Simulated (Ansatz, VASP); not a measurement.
# One calculation of InGa3P4, two programs

Contents of INCAR:

```
  PREC = Accurate
  ENCUT = 600
  EDIFF = 1E-6
  ISMEAR = 0
  SIGMA = 0.1
  LREAL = F
  LASPH = T
  NELM = 60
  ALGO = Normal
  ISIF = 3
  LWAVE = F
  LCHARG = F
  GGA = PE
  IBRION = 2
  NSW = 90
  EDIFFG = -0.04
```

KPOINTS

```
Automatic mesh
0
Gamma
  4 4 4
```

Contents of POSCAR:

```
InGa3P4
1.0
    5.4433704600      0.0000000000      0.0000000000
    0.0000000000      5.4433704600      0.0000000000
    0.0000000000      0.0000000000      5.4433704600
In Ga P
1 3 4
Direct
    0.5000000000      0.5000000000      0.5000000000
    0.0000000000      0.0000000000      0.5000000000
    0.5000000000      0.0000000000      0.0000000000
    0.0000000000      0.5000000000      0.0000000000
    0.5000000000      0.5000000000      0.0000000000
    0.0000000000      0.5000000000      0.5000000000
    0.5000000000      0.0000000000      0.5000000000
    0.0000000000      0.0000000000      0.0000000000
```

Input for Ansatz:

```yaml
crystal:
  lattice:
    - [5.44337046, 0.0, 0.0]
    - [0.0, 5.44337046, 0.0]
    - [0.0, 0.0, 5.44337046]
  atoms:
    - { symbol: In, position: [0.5, 0.5, 0.5] }
    - { symbol: Ga, position: [0.0, 0.0, 0.5] }
    - { symbol: Ga, position: [0.5, 0.0, 0.0] }
    - { symbol: Ga, position: [0.0, 0.5, 0.0] }
    - { symbol: P, position: [0.5, 0.5, 0.0] }
    - { symbol: P, position: [0.0, 0.5, 0.5] }
    - { symbol: P, position: [0.5, 0.0, 0.5] }
    - { symbol: P, position: [0.0, 0.0, 0.0] }
basis:
  ecutwfc: 420
kpoints:
  mp_grid: { grid: [4, 4, 4] }
hamiltonian:
  xc: pbe
scf:
  occupations: { method: gaussian, width: 0.1 }
  lower_state_search: "off"
output:
  forces: true
  stress: true
  eigenvalues: true
relax:
  adjacent_minimum: "off"
  f_tol: 0.04
  max_steps: 70
  cell: { stress_tol: 0.4 }
```

Alike in both runs: task relaxation of cell and atoms; functional PBE; k mesh 4 × 4 × 4; occupations gaussian, width 0.1 eV; no spin polarisation.

```csv
,VASP,Ansatz
version,VASP 6.6.1,Ansatz 0.2.0
potentials or method,"VASP PAW PBE potentials, release 64 (In_d, Ga_d, P), cutoff 600 eV","scalar-relativistic, plane waves, PAW"
valence electrons in the cell,72,72
```

```csv
,VASP,Ansatz,Ansatz less VASP
"gap on the k mesh at the Fermi level, each at its own relaxed structure (eV)",none,none,-
relaxed volume (Å³/atom),18.34,18.35,+0.008
relaxed cell length with the largest relative difference (Å),5.274,5.275,+0.0008
```

A gap of «none» marks a metal or a gap that the smearing closes.
